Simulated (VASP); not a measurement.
# Cu (Im-3m) in VASP: relaxation of cell and atoms with BLYP

Aim: the relaxation of cell and atoms of Cu with BLYP.

All numbers are computed with VASP 6.6.1; they aren't measurements. Logs are shortened: lines on timing, memory, paths and dates and some standing lists are left out, and cuts for length are marked.

### Step 1. The cell of the first run

The structure is cubic, space group Im-3m (No. 229). The conventional cell has a = 2.869 Å, b = 2.869 Å, c = 2.869 Å, α = 90.00°, β = 90.00°, γ = 90.00°. Cu (site symmetry m-3m) has 14 Cu at 2.48 to 2.87 Å within 3.3 Å.

This isn't the form of Cu at room conditions, which is fcc.

### Step 2. Relaxation of cell and atoms, BLYP

Input file INCAR:

```
SYSTEM = Cu
AGGAC    = 1.0          
AGGAX    = 1.0          
ALDAC    = 0.0          
ALDAX    = 1.0          
ALGO     = Normal         ! electronic algorithm
EDIFF    = 1E-7           ! SCF threshold, eV
EDIFFG   = -0.01          ! ionic threshold
ENCUT    = 820            ! plane-wave cutoff, eV
GGA      = B5             ! functional
GGA_COMPAT= .False.      
IBRION   = 2              ! ionic algorithm
ISIF     = 3              ! what is computed and relaxed
ISMEAR   = -1             ! smearing method
LASPH    = .True.         ! aspherical terms in the spheres
LCHARG   = .False.        ! write CHGCAR
LREAL    = .False.        ! projectors in reciprocal space
LWAVE    = .False.        ! write WAVECAR
NELM     = 120            ! most SCF steps
NELMIN   = 4            
NSW      = 80             ! ionic steps
PREC     = Accurate       ! precision mode
SIGMA    = 0.1            ! smearing width, eV
```

Input file KPOINTS:

```
k-points
0
Gamma
  15 15 15
  0 0 0
```

Input file POSCAR:

```
Cu
1.0
   -1.4345978267      1.4345978267      1.4345978267
    1.4345978267     -1.4345978267      1.4345978267
    1.4345978267      1.4345978267     -1.4345978267
Cu
1
Direct
    0.0000000000      0.0000000000      0.0000000000
```

Potentials or basis: VASP PAW PBE potentials, release 64 (Cu_sv_GW).

Started as:

```
cat potpaw_PBE.64/Cu_sv_GW/POTCAR > POTCAR
mpirun -np 1 vasp_std > vasp.out
```

OUTCAR:

```text
SYSTEM = Cu
   EDIFF = 1E-7
   EDIFFG = -0.01
   ENCUT = 820
   GGA = B5
   IBRION = 2
   ISIF = 3
   ISMEAR = -1
   LASPH = .True.
   LREAL = .False.
   NELM = 120
   NELMIN = 4
   NSW = 80
   PREC = Accurate

 ion  position               nearest neighbor table
   1  0.000  0.000  0.000-

  LATTYP: Found a body centered cubic cell.
 ALAT       =     2.8691956534

  Lattice vectors:

 A1 = (  -1.4345978267,   1.4345978267,   1.4345978267)
 A2 = (   1.4345978267,  -1.4345978267,   1.4345978267)
 A3 = (   1.4345978267,   1.4345978267,  -1.4345978267)

Analysis of symmetry for initial positions (statically):
=====================================================================
 Subroutine PRICEL returns:
 Original cell was already a primitive cell.

 Routine SETGRP: Setting up the symmetry group for a
 body centered cubic supercell.

 Subroutine GETGRP returns: Found 48 space group operations
 (whereof 48 operations were pure point group operations)
 out of a pool of 48 trial point group operations.

The static configuration has the point symmetry O_h .

Analysis of symmetry for dynamics (positions and initial velocities):
=====================================================================
 Subroutine PRICEL returns:
 Original cell was already a primitive cell.

 Routine SETGRP: Setting up the symmetry group for a
 body centered cubic supercell.

 Subroutine GETGRP returns: Found 48 space group operations
 (whereof 48 operations were pure point group operations)
 out of a pool of 48 trial point group operations.

The dynamic configuration has the point symmetry O_h .

 Subroutine INISYM returns: Found 48 space group operations
 (whereof 48 operations are pure point group operations),
 and found     1 'primitive' translations

----------------------------------------------------------------------------------------

                                     Primitive cell

  volume of cell :      11.8100

  direct lattice vectors                    reciprocal lattice vectors
    -1.434597827  1.434597827  1.434597827     0.000000000  0.348529735  0.348529735
     1.434597827 -1.434597827  1.434597827     0.348529735  0.000000000  0.348529735
     1.434597827  1.434597827 -1.434597827     0.348529735  0.348529735  0.000000000

  length of vectors
     2.484796324  2.484796324  2.484796324     0.492895478  0.492895478  0.492895478

  position of ions in fractional coordinates (direct lattice)
     0.000000000  0.000000000  0.000000000

  ion indices of the primitive-cell ions
   primitive index   ion index
                 1           1

----------------------------------------------------------------------------------------

 KPOINTS: k-points

Automatic generation of k-mesh.
 Grid dimensions read from file:
 generate k-points for:   15   15   15

 Generating k-lattice:

  Cartesian coordinates                     Fractional coordinates (reciprocal lattice)
     0.000000000  0.023235316  0.023235316     0.066666667  0.000000000  0.000000000
     0.023235316  0.000000000  0.023235316     0.000000000  0.066666667  0.000000000
     0.023235316  0.023235316  0.000000000     0.000000000  0.000000000  0.066666667

  Length of vectors
     0.032859699  0.032859699  0.032859699

  Shift w.r.t. Gamma in fractional coordinates (k-lattice)
     0.000000000  0.000000000  0.000000000

 Subroutine IBZKPT returns following result:
 ===========================================

 Found    120 irreducible k-points:

 Following reciprocal coordinates:
            Coordinates               Weight
  0.000000  0.000000  0.000000      1.000000
  0.066667  0.000000  0.000000     12.000000
  0.133333  0.000000  0.000000     12.000000
  0.200000  0.000000  0.000000     12.000000
  0.266667  0.000000  0.000000     12.000000
  0.333333  0.000000  0.000000     12.000000
[... 16 lines left out ...]
  0.333333  0.200000  0.000000     48.000000
  0.400000  0.200000  0.000000     24.000000
 [... further k-points ...]
   k-points           NKPTS =    120   k-points in BZ     NKDIM =    120   number of bands    NBANDS=     13
   number of dos      NEDOS =    301   number of ions     NIONS =      1
   total plane-waves  NPLWV =  13824
   dimension x,y,z NGX =    24 NGY =   24 NGZ =   24
   dimension x,y,z NGXF=    48 NGYF=   48 NGZF=   48
   ions per type =               1
   NGX,Y,Z   is equivalent  to a cutoff of  16.06, 16.06, 16.06 a.u.
   NGXF,Y,Z  is equivalent  to a cutoff of  32.11, 32.11, 32.11 a.u.
 SYSTEM =  Cu
   PREC   = accura    normal or accurate (medium, high low for compatibility)
   ISTART =      0    job   : 0-new  1-cont  2-samecut
   ICHARG =      2    charge: 1-file 2-atom 10-const
   ISPIN  =      1    spin polarized calculation?
   LNONCOLLINEAR =      F non collinear calculations
   LSORBIT =      F    spin-orbit coupling
   LASPH  =      T    aspherical Exc in radial PAW
   ENCUT  =  820.0 eV  60.27 Ry    7.76 a.u.   5.80  5.80  5.80*2*pi/ulx,y,z
   NELM   =    120;   NELMIN=  4; NELMDL= -5     # of ELM steps
   EDIFF  = 0.1E-06   stopping-criterion for ELM
   LREAL  =      F    real-space projection
   EDIFFG = -.1E-01   stopping-criterion for IOM
   NSW    =     80    number of steps for IOM
   IBRION =      2    ionic relax: 0-MD 1-quasi-New 2-CG
   NFREE  =      1    steps in history (QN), initial steepest desc. (CG)
   ISIF   =      3    stress and relaxation
   ISYM   =      2    0-nonsym 1-usesym 2-fastsym
   POTIM  = 0.5000    time-step for ionic-motion
   TEBEG  =    0.0;   TEEND  =   0.0 temperature during run
   PSTRESS=    0.0 pullay stress
   NELECT =      19.0000    total number of electrons
   NUPDOWN=      -1.0000    fix difference up-down
   EMIN   =  10.00;   EMAX   =-10.00  energy-range for DOS
   EFERMI =   0.00;   METHOD = LEGACY
   ISMEAR =    -1;   SIGMA  =   0.10  broadening in eV -4-tet -1-fermi 0-gaus
   EFERMI_NEDOS =   21; number of points for ismear=-14 and -15
   IALGO  =     38    algorithm
   IMIX   =      4    mixing-type and parameters
     AMIX     =   0.40;   BMIX     =  1.00
     AMIX_MAG =   1.60;   BMIX_MAG =  1.00
  volume/ion in A,a.u.               =      11.81        79.70
  Fermi-wavevector in a.u.,A,eV,Ry     =   1.918268  3.625000 50.066048  3.679751
  Thomas-Fermi vector in A             =   2.953306
   LORBIT       =      0    0 simple, 1 ext, 2 COOP (PROOUT), +10 PAW based schemes
   GGA     = B5    functional components
   LHFCALC =     F    Hartree Fock is set to
   AEXX    =    0.0000 exact exchange contribution
   IVDW    =     0    specifies the selected vdW correction
   LEPSILON=     F    determine dielectric tensor
   LRPA    =     F    only Hartree local field effects (RPA)
 conjugate gradient relaxation of ions
 non-spin polarized calculation
  energy-cutoff  :      820.00
  volume of cell :       11.81
 maximum number of plane-waves:       642
   NGX = 11   NGY = 11   NGZ = 11

--------------------------------------- Ionic step        1  -------------------------------------------

 number of electron      18.9999996 magnetization

 Free energy of the ion-electron system (eV)
  ---------------------------------------------------
  ext. energy  EPLUGINS =         0.00000000
  ---------------------------------------------------
  free energy    TOTEN  =        -2.98110283 eV

  energy without entropy =       -2.97146200  energy(sigma->0) =       -2.97628242

------------------------ aborting loop because EDIFF is reached ----------------------------------------

  FORCE on cell =-STRESS in cart. coord.  units (eV):
  Direction    XX          YY          ZZ          XY          YZ          ZX
  --------------------------------------------------------------------------------------
  -------------------------------------------------------------------------------------
  Total        0.7001088      0.7001088      0.7001088      0.0000000     -0.0000000      0.0000000
  in kB       94.9785737     94.9785737     94.9785737      0.0000000     -0.0000000      0.0000000
  external PRESSURE =      94.9785737 kB  Pullay stress =       0.0000000 kB
[... 55 lines left out ...]
  energy  without entropy=       -2.9842037549  energy(sigma->0) =       -2.98928914

--------------------------------------- Ionic step        3  -------------------------------------------

 number of electron      19.0000000 magnetization

 Free energy of the ion-electron system (eV)
  ---------------------------------------------------
  ext. energy  EPLUGINS =         0.00000000
  ---------------------------------------------------
  free energy    TOTEN  =        -3.00194363 eV

  energy without entropy =       -2.99191356  energy(sigma->0) =       -2.99692859

 E-fermi :   7.3363     XC(G=0): -12.4519

 val. band max:        7.2649102119   @ k =  -0.4000   0.4667   0.0667
 cond. band min:       7.3368634059   @ k =  -0.3333   0.4667   0.0667
 fundamental gap:      0.0719531940
 Fermi energy:         7.3362951292

 k-point     1 :       0.0000    0.0000    0.0000
  band No.  band energies     occupation
      1    -104.6331      2.00000
      2     -62.2528      2.00000
      3     -62.2528      2.00000
      4     -62.2528      2.00000
      5      -1.5176      2.00000
      6       4.3396      2.00000
      7       4.3396      2.00000
      8       4.3396      2.00000
      9       5.2775      2.00000
     10       5.2775      2.00000
     11      32.1470      0.00000
     12      32.1470      0.00000
     13      32.1470      0.00000
[... 353 lines left out ...]
 k-point    24 :       0.4000    0.2000    0.0000
  band No.  band energies     occupation
      1    -104.6199      2.00000
      2     -62.3306      2.00000
      3     -62.2954      2.00000
      4     -62.2609      2.00000
      5       3.1211      2.00000
      6       3.7669      2.00000
      7       4.4872      2.00000
      8       5.2323      2.00000
      9       5.5115      2.00000
     10       9.4171      0.00000
     11      11.7065      0.00000
     12      17.3047      0.00000
     13      23.6929      0.00000

 [... further k-points ...]
[... 5 lines left out ...]
  --------------------------------------------------------------------------------------
  -------------------------------------------------------------------------------------
  Total       -0.0097892     -0.0097892     -0.0097892      0.0000000      0.0000000      0.0000000
  in kB       -1.2491999     -1.2491999     -1.2491999      0.0000000      0.0000000      0.0000000
  external PRESSURE =      -1.2491999 kB  Pullay stress =       0.0000000 kB
[... 16 lines left out ...]
  FREE ENERGIE OF THE ION-ELECTRON SYSTEM (eV)
  ---------------------------------------------------
  free  energy   TOTEN  =        -3.0019436277 eV

  energy  without entropy=       -2.9919135620  energy(sigma->0) =       -2.99692859

 reached required accuracy - stopping structural energy minimisation
```

It took 74 s on 1 thread of Intel Xeon Platinum 8259CL at 2.50GHz (Skylake/Cascade Lake), shared host; peak memory 0.19 GiB.

Results:

```
Free energy                           : -3.0019 eV
Relaxed volume                        : 12.56 Å³/atom
Relaxed cell                          : a = 2.536 Å, b = 2.536 Å, c = 2.536 Å, α = 109.47°, β = 109.47°, γ = 109.47°
Space group after relaxing (to 0.1 Å) : Im-3m (No. 229)
Energy gained by relaxing             : 20.8 meV/atom
Ionic steps                           : 3
Pressure after relaxing               : -0.1 GPa
Band gap on the k mesh                : zero (an odd number of electrons rules out a gap without spin polarisation)
```

Step by step:
```csv
step,energy change (eV),largest force (eV/Å),pressure (GPa),volume (Å³)
1,0.0000,0.0000,9.50,11.81
2,-0.0133,0.0000,-4.71,13.05
3,-0.0208,0.0000,-0.12,12.56
```

Final structure:
```
CELL_PARAMETERS angstrom
-1.46416 1.46416 1.46416
1.46416 -1.46416 1.46416
1.46416 1.46416 -1.46416
ATOMIC_POSITIONS crystal
Cu 0.00000 0.00000 0.00000
```

Caveat: the PAW data sets were made with another functional, which shifts forces and pressure a little.

The gap in the log of VASP goes by the Fermi energy; the results here count the filled bands.